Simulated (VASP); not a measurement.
A run of VASP 6.6.1 is set up as follows.

File INCAR:

```
SYSTEM = NiGe
PREC = Accurate
ENCUT = 520
EDIFF = 1E-6
ISMEAR = 0
SIGMA = 0.1
LREAL = .FALSE.
LASPH = .TRUE.
NELM = 80
ALGO = Normal
ISIF = 2
LWAVE = .FALSE.
LCHARG = .FALSE.
GGA = PS
NBANDS = 58
```

The input KPOINTS:

```
Automatic mesh
0
G
  8 10 6
  0 0 0
```

Contents of POSCAR:

```
NiGe
1.0
    5.3107948217      0.0000000000      0.0000000000
    0.0000000000      3.4400167669      0.0000000000
    0.0000000000      0.0000000000      5.7392574567
Ni Ge
4 4
Direct
    0.9929865360      0.7500000000      0.1888713152
    0.0070134640      0.2500000000      0.8111286848
    0.5070134640      0.2500000000      0.6888713152
    0.4929865360      0.7500000000      0.3111286848
    0.8116425492      0.7500000000      0.5883967042
    0.1883574508      0.2500000000      0.4116032958
    0.6883574508      0.2500000000      0.0883967042
    0.3116425492      0.7500000000      0.9116032958
```

Potentials or basis: VASP PAW PBE potentials, release 64 (Ni, Ge_d).

Run with:

```console
$ cat potpaw_PBE.64/Ni/POTCAR potpaw_PBE.64/Ge_d/POTCAR > POTCAR
$ mpirun -np 1 vasp_std > vasp.out
```

(1) What does it give for the largest force?

(2) Predict the band gap on the k mesh.

(3) Estimate the pressure.

## Answers

(1) 0.006 eV/Å.

(2) zero (bands 48 and 49 overlap by 1.62 eV).

(3) 0.2 GPa.

Caveat: the PAW data sets were made with another functional, which shifts forces and pressure a little.
